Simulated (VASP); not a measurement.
# Li in VASP: notebook

Li is run at these levels: PBE; tasks: single point, relaxation of cell and atoms.

Everything below comes from runs of VASP 6.6.1. Logs are shortened: lines on timing, memory, paths and dates and some standing lists are left out, and cuts for length are marked.

## 1. The cell of the first run

The typed cell holds 1 atom: a = 2.711 Å, b = 2.712 Å, c = 2.721 Å, α = 90.00°, β = 90.00°, γ = 90.00°.

The cell was generated, and may not be a known phase.

## 2. Single point, PBE

File INCAR:

```
PREC = Accurate
ENCUT = 520
EDIFF = 1E-7
ISMEAR = 0
SIGMA = 0.1
LREAL = F
LASPH = T
NELM = 60
ALGO = Normal
ISIF = 2
LWAVE = F
LCHARG = T
GGA = PE
LELF = T
LVHAR = T
NBANDS = 8
```

File KPOINTS:

```
Automatic mesh
0
Gamma
  6 6 6
```

File POSCAR:

```
Li
1.0
    2.7114082379      0.0000000000      0.0000000000
    0.0000000000      2.7115289185      0.0000000000
    0.0000000000      0.0000000000      2.7211250892
Li
1
Direct
    0.5000000000      0.5000000000      0.0000000000
```

Potentials or basis: VASP PAW PBE potentials, release 64 (Li_sv).

The run is started by

```
cat potpaw_PBE.64/Li_sv/POTCAR > POTCAR
mpirun -np 1 vasp_std > vasp.out
```

OUTCAR:

```text
PREC = Accurate
   ENCUT = 520
   EDIFF = 1E-7
   ISMEAR = 0
   LREAL = F
   LASPH = T
   NELM = 60
   ISIF = 2
   GGA = PE

 ion  position               nearest neighbor table
   1  0.500  0.500  0.000-

  LATTYP: Found a simple orthorhombic cell.
 ALAT       =     2.7114082379
 B/A-ratio  =     1.0000445085
 C/A-ratio  =     1.0035836917

  Lattice vectors:

 A1 = (   2.7114082379,   0.0000000000,   0.0000000000)
 A2 = (   0.0000000000,   2.7115289185,   0.0000000000)
 A3 = (   0.0000000000,   0.0000000000,   2.7211250892)

Analysis of symmetry for initial positions (statically):
=====================================================================
 Subroutine PRICEL returns:
 Original cell was already a primitive cell.

 Routine SETGRP: Setting up the symmetry group for a
 simple orthorhombic supercell.

 Subroutine GETGRP returns: Found  8 space group operations
 (whereof  8 operations were pure point group operations)
 out of a pool of  8 trial point group operations.

The static configuration has the point symmetry D_2h.

Analysis of symmetry for dynamics (positions and initial velocities):
=====================================================================
 Subroutine PRICEL returns:
 Original cell was already a primitive cell.

 Routine SETGRP: Setting up the symmetry group for a
 simple orthorhombic supercell.

 Subroutine GETGRP returns: Found  8 space group operations
 (whereof  8 operations were pure point group operations)
 out of a pool of  8 trial point group operations.

The dynamic configuration has the point symmetry D_2h.

 Subroutine INISYM returns: Found  8 space group operations
 (whereof  8 operations are pure point group operations),
 and found     1 'primitive' translations

----------------------------------------------------------------------------------------

                                     Primitive cell

  volume of cell :      20.0059

  direct lattice vectors                    reciprocal lattice vectors
     2.711408238  0.000000000  0.000000000     0.368812039  0.000000000  0.000000000
     0.000000000  2.711528918  0.000000000     0.000000000  0.368795624  0.000000000
     0.000000000  0.000000000  2.721125089     0.000000000  0.000000000  0.367495050

  length of vectors
     2.711408238  2.711528918  2.721125089     0.368812039  0.368795624  0.367495050

  position of ions in fractional coordinates (direct lattice)
     0.500000000  0.500000000  0.000000000

  ion indices of the primitive-cell ions
   primitive index   ion index
                 1           1

----------------------------------------------------------------------------------------

 KPOINTS: Automatic mesh

Automatic generation of k-mesh.
 Grid dimensions read from file:
 generate k-points for:    6    6    6

 Generating k-lattice:

  Cartesian coordinates                     Fractional coordinates (reciprocal lattice)
     0.061468673  0.000000000  0.000000000     0.166666667  0.000000000  0.000000000
     0.000000000  0.061465937  0.000000000     0.000000000  0.166666667  0.000000000
     0.000000000  0.000000000  0.061249175     0.000000000  0.000000000  0.166666667

  Length of vectors
     0.061468673  0.061465937  0.061249175

  Shift w.r.t. Gamma in fractional coordinates (k-lattice)
     0.000000000  0.000000000  0.000000000

 Subroutine IBZKPT returns following result:
 ===========================================

 Found     64 irreducible k-points:

 Following reciprocal coordinates:
            Coordinates               Weight
  0.000000  0.000000  0.000000      1.000000
  0.166667  0.000000  0.000000      2.000000
  0.333333  0.000000  0.000000      2.000000
  0.500000  0.000000  0.000000      1.000000
  0.000000  0.166667  0.000000      2.000000
  0.166667  0.166667  0.000000      4.000000
[... 16 lines left out ...]
  0.333333  0.166667  0.166667      8.000000
  0.500000  0.166667  0.166667      4.000000
 [... further k-points ...]
   k-points           NKPTS =     64   k-points in BZ     NKDIM =     64   number of bands    NBANDS=      8
   number of dos      NEDOS =    301   number of ions     NIONS =      1
   total plane-waves  NPLWV =   8000
   dimension x,y,z NGX =    20 NGY =   20 NGZ =   20
   dimension x,y,z NGXF=    40 NGYF=   40 NGZF=   40
   ions per type =               1
   NGX,Y,Z   is equivalent  to a cutoff of  12.26, 12.26, 12.22 a.u.
   NGXF,Y,Z  is equivalent  to a cutoff of  24.53, 24.52, 24.44 a.u.
 SYSTEM =  unknown system
   PREC   = accura    normal or accurate (medium, high low for compatibility)
   ISTART =      0    job   : 0-new  1-cont  2-samecut
   ICHARG =      2    charge: 1-file 2-atom 10-const
   ISPIN  =      1    spin polarized calculation?
   LNONCOLLINEAR =      F non collinear calculations
   LSORBIT =      F    spin-orbit coupling
   LASPH  =      T    aspherical Exc in radial PAW
   ENCUT  =  520.0 eV  38.22 Ry    6.18 a.u.   5.04  5.04  5.06*2*pi/ulx,y,z
   NELM   =     60;   NELMIN=  2; NELMDL= -5     # of ELM steps
   EDIFF  = 0.1E-06   stopping-criterion for ELM
   LREAL  =      F    real-space projection
   EDIFFG = 0.1E-05   stopping-criterion for IOM
   NSW    =      0    number of steps for IOM
   IBRION =     -1    ionic relax: 0-MD 1-quasi-New 2-CG
   NFREE  =      0    steps in history (QN), initial steepest desc. (CG)
   ISIF   =      2    stress and relaxation
   ISYM   =      2    0-nonsym 1-usesym 2-fastsym
   POTIM  = 0.5000    time-step for ionic-motion
   TEBEG  =    0.0;   TEEND  =   0.0 temperature during run
   PSTRESS=    0.0 pullay stress
   NELECT =       3.0000    total number of electrons
   NUPDOWN=      -1.0000    fix difference up-down
   EMIN   =  10.00;   EMAX   =-10.00  energy-range for DOS
   EFERMI =   0.00;   METHOD = LEGACY
   ISMEAR =     0;   SIGMA  =   0.10  broadening in eV -4-tet -1-fermi 0-gaus
   EFERMI_NEDOS =   21; number of points for ismear=-14 and -15
   IALGO  =     38    algorithm
   IMIX   =      4    mixing-type and parameters
     AMIX     =   0.40;   BMIX     =  1.00
     AMIX_MAG =   1.60;   BMIX_MAG =  1.00
  volume/ion in A,a.u.               =      20.01       135.01
  Fermi-wavevector in a.u.,A,eV,Ry     =   0.869753  1.643595 10.292407  0.756471
  Thomas-Fermi vector in A             =   1.988620
   LORBIT       =      0    0 simple, 1 ext, 2 COOP (PROOUT), +10 PAW based schemes
   GGA     = PE    functional components
   LHFCALC =     F    Hartree Fock is set to
   AEXX    =    0.0000 exact exchange contribution
   IVDW    =     0    specifies the selected vdW correction
   LEPSILON=     F    determine dielectric tensor
   LRPA    =     F    only Hartree local field effects (RPA)
 non-spin polarized calculation
 Gauss-broadening in eV      SIGMA  =   0.10
  energy-cutoff  :      520.00
  volume of cell :       20.01
 maximum number of plane-waves:       554
   NGX = 11   NGY = 11   NGZ = 11

 number of electron       3.0000003 magnetization

 Free energy of the ion-electron system (eV)
  ---------------------------------------------------
  ext. energy  EPLUGINS =         0.00000000
  ---------------------------------------------------
  free energy    TOTEN  =        -1.77985522 eV

  energy without entropy =       -1.77981924  energy(sigma->0) =       -1.77983723

 E-fermi :   0.7461     XC(G=0):  -7.0738

 val. band max:        0.5248977034   @ k =   0.3333   0.3333   0.0000
 cond. band min:       0.9872650861   @ k =   0.1667   0.1667   0.5000
 fundamental gap:      0.4623673827
 Fermi energy:         0.7460988428

 k-point     1 :       0.0000    0.0000    0.0000
  band No.  band energies     occupation
      1     -46.1393      2.00000
      2      -2.8803      2.00000
      3      12.6575      0.00000
      4      12.7807      0.00000
      5      12.7822      0.00000
      6      15.0991      0.00000
      7      15.1856      0.00000
      8      21.4223      0.00000

 k-point     2 :       0.1667    0.0000    0.0000
  band No.  band energies     occupation
      1     -46.1337      2.00000
      2      -2.4654      2.00000
      3       8.7819      0.00000
      4      13.1495      0.00000
      5      13.2719      0.00000
      6      15.6756      0.00000
      7      19.2800      0.00000
      8      21.6530      0.00000

 k-point     3 :       0.3333    0.0000    0.0000
  band No.  band energies     occupation
      1     -46.1222      2.00000
      2      -1.2760      2.00000
      3       4.8374      0.00000
      4      14.4990      0.00000
      5      14.6183      0.00000
      6      17.3141      0.00000
      7      19.4108      0.00000
      8      22.9159      0.00000

 k-point     4 :       0.5000    0.0000    0.0000
  band No.  band energies     occupation
      1     -46.1166      2.00000
      2      -0.0884      2.00000
      3       2.7249      0.00000
      4      15.6461      0.00000
      5      15.7599      0.00000
      6      19.0031      0.00000
      7      19.2909      0.00000
      8      20.6894      0.00000

 k-point     5 :       0.0000    0.1667    0.0000
  band No.  band energies     occupation
      1     -46.1337      2.00000
      2      -2.4654      2.00000
      3       8.7809      0.00000
      4      13.1494      0.00000
      5      13.2734      0.00000
      6      15.6763      0.00000
      7      19.2799      0.00000
      8      21.6518      0.00000
[... 177 lines left out ...]
 k-point    22 :       0.1667    0.1667    0.1667
  band No.  band energies     occupation
      1     -46.1228      2.00000
      2      -1.6067      2.00000
      3       8.7566      0.00000
      4       8.8087      0.00000
      5      12.7999      0.00000
      6      19.8336      0.00000
      7      21.7211      0.00000
      8      21.7727      0.00000

 k-point    23 :       0.3333    0.1667    0.1667
  band No.  band energies     occupation
      1     -46.1116      2.00000
      2      -0.3487      2.00000
      3       5.3834      0.00000
      4      10.2647      0.00000
      5      13.3918      0.00000
      6      17.6803      0.00000
      7      17.9332      0.00000
      8      23.0256      0.00000

 k-point    24 :       0.5000    0.1667    0.1667
  band No.  band energies     occupation
      1     -46.1061      2.00000
      2       1.0007      0.00032
      3       3.2212      0.00000
      4      11.7262      0.00000
      5      14.2516      0.00000
      6      15.3870      0.00000
      7      16.1411      0.00000
      8      24.1693      0.00000

 [... further k-points ...]
[... 5 lines left out ...]
  --------------------------------------------------------------------------------------
  -------------------------------------------------------------------------------------
  Total        0.0229657      0.0224835     -0.0140756      0.0000000      0.0000000      0.0000000
  in kB        1.8392124      1.8006021     -1.1272530      0.0000000      0.0000000      0.0000000
  external PRESSURE =       0.8375205 kB  Pullay stress =       0.0000000 kB

 VOLUME and BASIS-vectors are now :
 -----------------------------------------------------------------------------
  energy-cutoff  :      520.00
  volume of cell :       20.01
      direct lattice vectors                 reciprocal lattice vectors
     2.711408238  0.000000000  0.000000000     0.368812039  0.000000000  0.000000000
     0.000000000  2.711528918  0.000000000     0.000000000  0.368795624  0.000000000
     0.000000000  0.000000000  2.721125089     0.000000000  0.000000000  0.367495050

 POSITION                                       TOTAL-FORCE (eV/Angst)
 -----------------------------------------------------------------------------------
      1.35570      1.35576      0.00000         0.000000      0.000000      0.000000
 -----------------------------------------------------------------------------------
    total drift:                                0.000000      0.000000     -0.000000

  FREE ENERGIE OF THE ION-ELECTRON SYSTEM (eV)
  ---------------------------------------------------
  free  energy   TOTEN  =        -1.7798552250 eV

  energy  without entropy=       -1.7798192360  energy(sigma->0) =       -1.77983723
```

Run time: 13 s. Hardware: 1 thread of AMD EPYC 7R13, shared host; peak memory 0.09 GiB.

Results:

| Item | Value |
| --- | --- |
| Free energy | -1.7799 eV |
| Band gap on the k mesh | zero (an odd number of electrons rules out a gap without spin polarisation) |

Levels at points of the mesh, in eV from the Fermi level:
```csv
k point,band 1,band 2,band 3,band 4
"(0.00, 0.00, 0.00)",-46.89,-3.63,11.91,12.03
"(0.50, 0.00, 0.00)",-46.86,-0.83,1.98,14.90
"(0.00, 0.50, 0.00)",-46.86,-0.83,1.98,14.90
"(0.50, 0.50, 0.00)",-46.84,3.11,3.11,5.65
"(0.00, 0.00, 0.50)",-46.86,-0.85,1.94,14.98
"(0.50, 0.00, 0.50)",-46.84,3.06,3.09,5.62
"(0.00, 0.50, 0.50)",-46.84,3.06,3.09,5.62
"(0.50, 0.50, 0.50)",-46.82,6.64,6.64,6.67
```

Caveat: the k points lie up to 0.39 Å⁻¹ apart, too coarse for converged energies and pressures of a metal; the cutoff is under 1.25 times the usual one of these potentials, so pressure, stress and relaxed cells hold a basis-set (Pulay) error.

(Part 1 of 2 ends here.)

The gap in the log of VASP goes by the Fermi energy; the results here count the filled bands.